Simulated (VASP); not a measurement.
# Cs3Pt (Pm-3m) in VASP: notebook

The runs below take Cs3Pt through single point, relaxation of cell and atoms, with PBE.

Program: VASP 6.6.1. These are calculated values, not measurements. Logs are shortened: lines on timing, memory, paths and dates and some standing lists are left out, and cuts for length are marked.

## 1. The cell of the first run

Symmetry: Pm-3m, No. 221, cubic system. The conventional cell has a = 5.698 Å, b = 5.698 Å, c = 5.698 Å, α = 90.00°, β = 90.00°, γ = 90.00°. Within 5.3 Å of Cs (site symmetry 4/mmm) lie 8 Cs at 4.03 Å and 4 Pt at 4.03 Å. Within 5.3 Å of Pt (site symmetry m-3m) lie 12 Cs at 4.03 Å.

## 2. Single point, PBE

INCAR

```
  PREC = Accurate
  ENCUT = 520
  EDIFF = 1E-7
  ISMEAR = 0
  SIGMA = 0.1
  LREAL = F
  LASPH = T
  NELM = 60
  ALGO = Fast
  ISIF = 2
  LWAVE = F
  LCHARG = F
  GGA = PE
  NBANDS = 26
```

KPOINTS

```
regular mesh
0
Gamma
  8 8 8
```

POSCAR

```
Cs3Pt
1.0
    5.6979296824      0.0000000000      0.0000000000
    0.0000000000      5.6979296824      0.0000000000
    0.0000000000      0.0000000000      5.6979296824
Cs Pt
3 1
Direct
    0.0000000000      0.0000000000      0.5000000000
    0.0000000000      0.5000000000      0.0000000000
    0.5000000000      0.0000000000      0.0000000000
    0.5000000000      0.5000000000      0.5000000000
```

Potentials or basis: VASP PAW PBE potentials, release 64 (Cs_sv, Pt).

Started as:

```sh
> cat potpaw_PBE.64/Cs_sv/POTCAR potpaw_PBE.64/Pt/POTCAR > POTCAR
> mpirun -np 1 vasp_std > vasp.out
```

OUTCAR:

```text
PREC = Accurate
   ENCUT = 520
   EDIFF = 1E-7
   ISMEAR = 0
   LREAL = F
   LASPH = T
   NELM = 60
   ISIF = 2
   GGA = PE

 ion  position               nearest neighbor table
   1  0.000  0.000  0.500-
   2  0.000  0.500  0.000-
   3  0.500  0.000  0.000-
   4  0.500  0.500  0.500-

  LATTYP: Found a simple cubic cell.
 ALAT       =     5.6979296824

  Lattice vectors:

 A1 = (   5.6979296824,   0.0000000000,   0.0000000000)
 A2 = (   0.0000000000,   5.6979296824,   0.0000000000)
 A3 = (   0.0000000000,   0.0000000000,   5.6979296824)

Analysis of symmetry for initial positions (statically):
=====================================================================
 Subroutine PRICEL returns:
 Original cell was already a primitive cell.

 Routine SETGRP: Setting up the symmetry group for a
 simple cubic supercell.

 Subroutine GETGRP returns: Found 48 space group operations
 (whereof 48 operations were pure point group operations)
 out of a pool of 48 trial point group operations.

The static configuration has the point symmetry O_h .

Analysis of symmetry for dynamics (positions and initial velocities):
=====================================================================
 Subroutine PRICEL returns:
 Original cell was already a primitive cell.

 Routine SETGRP: Setting up the symmetry group for a
 simple cubic supercell.

 Subroutine GETGRP returns: Found 48 space group operations
 (whereof 48 operations were pure point group operations)
 out of a pool of 48 trial point group operations.

The dynamic configuration has the point symmetry O_h .

 Subroutine INISYM returns: Found 48 space group operations
 (whereof 48 operations are pure point group operations),
 and found     1 'primitive' translations

----------------------------------------------------------------------------------------

                                     Primitive cell

  volume of cell :     184.9913

  direct lattice vectors                    reciprocal lattice vectors
     5.697929682  0.000000000  0.000000000     0.175502341  0.000000000  0.000000000
     0.000000000  5.697929682  0.000000000     0.000000000  0.175502341  0.000000000
     0.000000000  0.000000000  5.697929682     0.000000000  0.000000000  0.175502341

  length of vectors
     5.697929682  5.697929682  5.697929682     0.175502341  0.175502341  0.175502341

  position of ions in fractional coordinates (direct lattice)
     0.000000000  0.000000000  0.500000000
     0.000000000  0.500000000  0.000000000
     0.500000000  0.000000000  0.000000000
     0.500000000  0.500000000  0.500000000

  ion indices of the primitive-cell ions
   primitive index   ion index
                 1           1
                 2           2
                 3           3
                 4           4

----------------------------------------------------------------------------------------

 KPOINTS: regular mesh

Automatic generation of k-mesh.
 Grid dimensions read from file:
 generate k-points for:    8    8    8

 Generating k-lattice:

  Cartesian coordinates                     Fractional coordinates (reciprocal lattice)
     0.021937793  0.000000000  0.000000000     0.125000000  0.000000000  0.000000000
     0.000000000  0.021937793  0.000000000     0.000000000  0.125000000  0.000000000
     0.000000000  0.000000000  0.021937793     0.000000000  0.000000000  0.125000000

  Length of vectors
     0.021937793  0.021937793  0.021937793

  Shift w.r.t. Gamma in fractional coordinates (k-lattice)
     0.000000000  0.000000000  0.000000000

 Subroutine IBZKPT returns following result:
 ===========================================

 Found     35 irreducible k-points:

 Following reciprocal coordinates:
            Coordinates               Weight
  0.000000  0.000000  0.000000      1.000000
  0.125000  0.000000  0.000000      6.000000
  0.250000  0.000000  0.000000      6.000000
  0.375000  0.000000  0.000000      6.000000
  0.500000  0.000000  0.000000      3.000000
  0.125000  0.125000  0.000000     12.000000
[... 16 lines left out ...]
  0.375000  0.375000  0.125000     24.000000
  0.500000  0.375000  0.125000     24.000000
 [... further k-points ...]
   k-points           NKPTS =     35   k-points in BZ     NKDIM =     35   number of bands    NBANDS=     26
   number of dos      NEDOS =    301   number of ions     NIONS =      4
   total plane-waves  NPLWV =  74088
   dimension x,y,z NGX =    42 NGY =   42 NGZ =   42
   dimension x,y,z NGXF=    84 NGYF=   84 NGZF=   84
   ions per type =               3   1
   NGX,Y,Z   is equivalent  to a cutoff of  12.25, 12.25, 12.25 a.u.
   NGXF,Y,Z  is equivalent  to a cutoff of  24.51, 24.51, 24.51 a.u.
 SYSTEM =  unknown system
   PREC   = accura    normal or accurate (medium, high low for compatibility)
   ISTART =      0    job   : 0-new  1-cont  2-samecut
   ICHARG =      2    charge: 1-file 2-atom 10-const
   ISPIN  =      1    spin polarized calculation?
   LNONCOLLINEAR =      F non collinear calculations
   LSORBIT =      F    spin-orbit coupling
   LASPH  =      T    aspherical Exc in radial PAW
   ENCUT  =  520.0 eV  38.22 Ry    6.18 a.u.  10.59 10.59 10.59*2*pi/ulx,y,z
   NELM   =     60;   NELMIN=  2; NELMDL= -5     # of ELM steps
   EDIFF  = 0.1E-06   stopping-criterion for ELM
   LREAL  =      F    real-space projection
   EDIFFG = 0.1E-05   stopping-criterion for IOM
   NSW    =      0    number of steps for IOM
   IBRION =     -1    ionic relax: 0-MD 1-quasi-New 2-CG
   NFREE  =      0    steps in history (QN), initial steepest desc. (CG)
   ISIF   =      2    stress and relaxation
   ISYM   =      2    0-nonsym 1-usesym 2-fastsym
   POTIM  = 0.5000    time-step for ionic-motion
   TEBEG  =    0.0;   TEEND  =   0.0 temperature during run
   PSTRESS=    0.0 pullay stress
   NELECT =      37.0000    total number of electrons
   NUPDOWN=      -1.0000    fix difference up-down
   EMIN   =  10.00;   EMAX   =-10.00  energy-range for DOS
   EFERMI =   0.00;   METHOD = LEGACY
   ISMEAR =     0;   SIGMA  =   0.10  broadening in eV -4-tet -1-fermi 0-gaus
   EFERMI_NEDOS =   21; number of points for ismear=-14 and -15
   IALGO  =     68    algorithm
   IMIX   =      4    mixing-type and parameters
     AMIX     =   0.40;   BMIX     =  1.00
     AMIX_MAG =   1.60;   BMIX_MAG =  1.00
  volume/ion in A,a.u.               =      46.25       312.10
  Fermi-wavevector in a.u.,A,eV,Ry     =   0.957396  1.809216 12.471199  0.916607
  Thomas-Fermi vector in A             =   2.086410
   LORBIT       =      0    0 simple, 1 ext, 2 COOP (PROOUT), +10 PAW based schemes
   GGA     = PE    functional components
   LHFCALC =     F    Hartree Fock is set to
   AEXX    =    0.0000 exact exchange contribution
   IVDW    =     0    specifies the selected vdW correction
   LEPSILON=     F    determine dielectric tensor
   LRPA    =     F    only Hartree local field effects (RPA)
 non-spin polarized calculation
 RMM-DIIS sequential band-by-band and
 Gauss-broadening in eV      SIGMA  =   0.10
  energy-cutoff  :      520.00
  volume of cell :      184.99
 maximum number of plane-waves:      4998
   NGX = 21   NGY = 21   NGZ = 21

 number of electron      37.0000009 magnetization

 Free energy of the ion-electron system (eV)
  ---------------------------------------------------
  ext. energy  EPLUGINS =         0.00000000
  ---------------------------------------------------
  free energy    TOTEN  =        -7.80932479 eV

  energy without entropy =       -7.79685109  energy(sigma->0) =       -7.80308794

 E-fermi :   3.1425     XC(G=0):  -8.0692

 val. band max:        3.1334259645   @ k =   0.3750   0.2500   0.1250
 cond. band min:       3.1541706879   @ k =   0.3750   0.2500   0.0000
 fundamental gap:      0.0207447235
 Fermi energy:         3.1424796347

 k-point     1 :       0.0000    0.0000    0.0000
  band No.  band energies     occupation
      1     -20.6265      2.00000
      2     -20.3615      2.00000
      3     -20.3615      2.00000
      4      -7.9653      2.00000
      5      -7.9653      2.00000
      6      -7.9653      2.00000
[... 18 lines left out ...]
     25       6.3658      0.00000
     26       6.3658      0.00000

 k-point     2 :       0.1250    0.0000    0.0000
  band No.  band energies     occupation
      1     -20.6178      2.00000
      2     -20.3706      2.00000
      3     -20.3613      2.00000
      4      -7.9431      2.00000
      5      -7.9431      2.00000
      6      -7.9336      2.00000
[... 18 lines left out ...]
     25       6.1171      0.00000
     26       6.2149      0.00000

 k-point     3 :       0.2500    0.0000    0.0000
  band No.  band energies     occupation
      1     -20.5934      2.00000
      2     -20.3959      2.00000
      3     -20.3609      2.00000
      4      -7.8829      2.00000
      5      -7.8829      2.00000
      6      -7.8390      2.00000
[... 18 lines left out ...]
     25       6.0665      0.00000
     26       6.0686      0.00000

 k-point     4 :       0.3750    0.0000    0.0000
  band No.  band energies     occupation
      1     -20.5602      2.00000
      2     -20.4300      2.00000
      3     -20.3605      2.00000
      4      -7.8085      2.00000
      5      -7.8085      2.00000
      6      -7.6859      2.00000
[... 18 lines left out ...]
     25       6.2359      0.00000
     26       6.2860      0.00000

 k-point     5 :       0.5000    0.0000    0.0000
  band No.  band energies     occupation
      1     -20.5395      2.00000
      2     -20.4510      2.00000
      3     -20.3603      2.00000
      4      -7.7706      2.00000
      5      -7.7706      2.00000
      6      -7.5104      2.00000
[... 18 lines left out ...]
     25       6.4690      0.00000
     26       6.4888      0.00000

 k-point     6 :       0.1250    0.1250    0.0000
  band No.  band energies     occupation
      1     -20.6093      2.00000
      2     -20.3746      2.00000
      3     -20.3660      2.00000
      4      -7.9695      2.00000
      5      -7.9205      2.00000
      6      -7.8569      2.00000
[... 427 lines left out ...]
 k-point    21 :       0.3750    0.2500    0.1250
  band No.  band energies     occupation
      1     -20.5279      2.00000
      2     -20.4308      2.00000
      3     -20.3907      2.00000
      4      -8.0550      2.00000
      5      -7.6536      2.00000
      6      -7.5654      2.00000
[... 18 lines left out ...]
     25       5.6325      0.00000
     26       5.9087      0.00000

 k-point    22 :       0.5000    0.2500    0.1250
  band No.  band energies     occupation
      1     -20.5082      2.00000
      2     -20.4499      2.00000
      3     -20.3911      2.00000
      4      -8.0438      2.00000
      5      -7.6830      2.00000
      6      -7.5420      2.00000
[... 18 lines left out ...]
     25       5.5187      0.00000
     26       6.0683      0.00000

 k-point    23 :       0.3750    0.3750    0.1250
  band No.  band energies     occupation
      1     -20.5013      2.00000
      2     -20.4364      2.00000
      3     -20.4109      2.00000
      4      -8.1041      2.00000
      5      -7.7402      2.00000
      6      -7.5203      2.00000
[... 18 lines left out ...]
     25       5.4776      0.00000
     26       6.0296      0.00000

 k-point    24 :       0.5000    0.3750    0.1250
  band No.  band energies     occupation
      1     -20.4812      2.00000
      2     -20.4493      2.00000
      3     -20.4178      2.00000
      4      -8.1179      2.00000
      5      -7.7841      2.00000
      6      -7.4895      2.00000
[... 18 lines left out ...]
     25       5.4885      0.00000
     26       6.2673      0.00000

 [... further k-points ...]
[... 5 lines left out ...]
  --------------------------------------------------------------------------------------
  -------------------------------------------------------------------------------------
  Total        0.0651481      0.0651481      0.0651481      0.0000000      0.0000000     -0.0000000
  in kB        0.5642364      0.5642364      0.5642364      0.0000000      0.0000000     -0.0000000
  external PRESSURE =       0.5642364 kB  Pullay stress =       0.0000000 kB

 VOLUME and BASIS-vectors are now :
 -----------------------------------------------------------------------------
  energy-cutoff  :      520.00
  volume of cell :      184.99
      direct lattice vectors                 reciprocal lattice vectors
     5.697929682  0.000000000  0.000000000     0.175502341  0.000000000  0.000000000
     0.000000000  5.697929682  0.000000000     0.000000000  0.175502341  0.000000000
     0.000000000  0.000000000  5.697929682     0.000000000  0.000000000  0.175502341

 POSITION                                       TOTAL-FORCE (eV/Angst)
 -----------------------------------------------------------------------------------
      0.00000      0.00000      2.84896         0.000000      0.000000      0.000000
      0.00000      2.84896      0.00000         0.000000      0.000000      0.000000
      2.84896      0.00000      0.00000         0.000000      0.000000      0.000000
      2.84896      2.84896      2.84896         0.000000      0.000000      0.000000
 -----------------------------------------------------------------------------------
    total drift:                                0.000000      0.000000     -0.000000

  FREE ENERGIE OF THE ION-ELECTRON SYSTEM (eV)
  ---------------------------------------------------
  free  energy   TOTEN  =        -7.8093247874 eV

  energy  without entropy=       -7.7968510869  energy(sigma->0) =       -7.80308794
```

Run time: 70 s. Hardware: 1 thread of Intel Xeon 6975P-C (Granite Rapids), shared host; peak memory 0.35 GiB.

What came out:

```
Free energy            : -7.8093 eV
Pressure               : 0.1 GPa
Band gap on the k mesh : zero (an odd number of electrons rules out a gap without spin polarisation)
```

Caveat: spin-orbit coupling is left out, which moves the levels of the heavy elements.

## 3. Relaxation of cell and atoms, PBE

This run uses another cell than the first one, of 48.22 Å³/atom.

INCAR

```
SYSTEM = Cs3Pt
ALGO = Fast
EDIFF = 1E-7
EDIFFG = -0.01
ENCUT = 600
GGA = PE
IBRION = 2
ISIF = 3
ISMEAR = 0
LASPH = .True.
LCHARG = .False.
LREAL = .False.
LWAVE = .False.
NELM = 100
NSW = 100
PREC = Accurate
SIGMA = 0.1
```

KPOINTS

```
k-points
0
Gamma
  8 8 8
  0 0 0
```

POSCAR

```
Cs3Pt
1.0
    5.7776530000      0.0000000000      0.0000000000
    0.0000000000      5.7776530000      0.0000000000
    0.0000000000      0.0000000000      5.7776530000
Cs Pt
3 1
Direct
    0.0000000000      0.0000000000      0.5000000000
    0.0000000000      0.5000000000      0.0000000000
    0.5000000000      0.0000000000      0.0000000000
    0.5000000000      0.5000000000      0.5000000000
```

Potentials or basis: VASP PAW PBE potentials, release 64 (Cs_sv, Pt).

Started as:

```sh
> cat potpaw_PBE.64/Cs_sv/POTCAR potpaw_PBE.64/Pt/POTCAR > POTCAR
> mpirun -np 1 vasp_std > vasp.out
```

OUTCAR:

```text
SYSTEM = Cs3Pt
   EDIFF = 1E-7
   EDIFFG = -0.01
   ENCUT = 600
   GGA = PE
   IBRION = 2
   ISIF = 3
   ISMEAR = 0
   LASPH = .True.
   LREAL = .False.
   NELM = 100
   NSW = 100
   PREC = Accurate

 ion  position               nearest neighbor table
   1  0.000  0.000  0.500-
   2  0.000  0.500  0.000-
   3  0.500  0.000  0.000-
   4  0.500  0.500  0.500-

  LATTYP: Found a simple cubic cell.
 ALAT       =     5.7776530000

  Lattice vectors:

 A1 = (   5.7776530000,   0.0000000000,   0.0000000000)
 A2 = (   0.0000000000,   5.7776530000,   0.0000000000)
 A3 = (   0.0000000000,   0.0000000000,   5.7776530000)

Analysis of symmetry for initial positions (statically):
[... 293 lines left out ...]

 number of electron      37.0000003 magnetization

 Free energy of the ion-electron system (eV)
  ---------------------------------------------------
  ext. energy  EPLUGINS =         0.00000000
  ---------------------------------------------------
  free energy    TOTEN  =        -7.80971700 eV

  energy without entropy =       -7.79724651  energy(sigma->0) =       -7.80348176

 E-fermi :   3.0870     XC(G=0):  -8.0314

 val. band max:        3.0783388988   @ k =   0.3750   0.2500   0.1250
 cond. band min:       3.0954315614   @ k =   0.3750   0.2500   0.0000
 fundamental gap:      0.0170926625
 Fermi energy:         3.0870497306

 k-point     1 :       0.0000    0.0000    0.0000
  band No.  band energies     occupation
      1     -20.6712      2.00000
      2     -20.4145      2.00000
      3     -20.4145      2.00000
      4      -8.0006      2.00000
      5      -8.0006      2.00000
      6      -8.0006      2.00000
[... 589 lines left out ...]
     21       4.2144      0.00000
     22       4.4041      0.00000

 [... further k-points ...]
[... 5 lines left out ...]
  --------------------------------------------------------------------------------------
  -------------------------------------------------------------------------------------
  Total       -0.0008634     -0.0008634     -0.0008634     -0.0000000      0.0000000     -0.0000000
  in kB       -0.0074108     -0.0074108     -0.0074108     -0.0000000      0.0000000     -0.0000000
  external PRESSURE =      -0.0074108 kB  Pullay stress =       0.0000000 kB
[... 19 lines left out ...]
  FREE ENERGIE OF THE ION-ELECTRON SYSTEM (eV)
  ---------------------------------------------------
  free  energy   TOTEN  =        -7.8097170034 eV

  energy  without entropy=       -7.7972465102  energy(sigma->0) =       -7.80348176

 reached required accuracy - stopping structural energy minimisation
```

It took 3.8 min on 1 thread of Intel Xeon 6975P-C (Granite Rapids), shared host; peak memory 0.45 GiB.

Results:

| Quantity | Value |
| --- | --- |
| Free energy | -7.8097 eV |
| Relaxed volume | 46.66 Å³/atom |
| Relaxed cell | a = 5.715 Å, b = 5.715 Å, c = 5.715 Å, α = 90.00°, β = 90.00°, γ = 90.00° |
| Space group after relaxing (to 0.1 Å) | Pm-3m (No. 221) |
| Energy gained by relaxing | 1.3 meV/atom |
| Ionic steps | 4 |
| Pressure after relaxing | 0.0 GPa |
| Band gap on the k mesh | zero (an odd number of electrons rules out a gap without spin polarisation) |

Step by step:
| step | energy change (eV) | largest force (eV/Å) | pressure (GPa) | volume (Å³) |
| --- | --- | --- | --- | --- |
| 1 | 0.0000 | 0.0000 | -0.25 | 192.87 |
| 2 | -0.0028 | 0.0000 | -0.17 | 190.75 |
| 3 | -0.0045 | 0.0000 | 0.09 | 184.70 |
| 4 | -0.0050 | 0.0000 | 0.00 | 186.66 |

Final structure:
```
CELL_PARAMETERS angstrom
5.71501 0.00000 0.00000
0.00000 5.71501 0.00000
0.00000 0.00000 5.71501
ATOMIC_POSITIONS crystal
Cs 0.00000 0.00000 0.50000
Cs 0.00000 0.50000 0.00000
Cs 0.50000 0.00000 0.00000
Pt 0.50000 0.50000 0.50000
```

Caveat: spin-orbit coupling is left out, which moves the levels of the heavy elements.
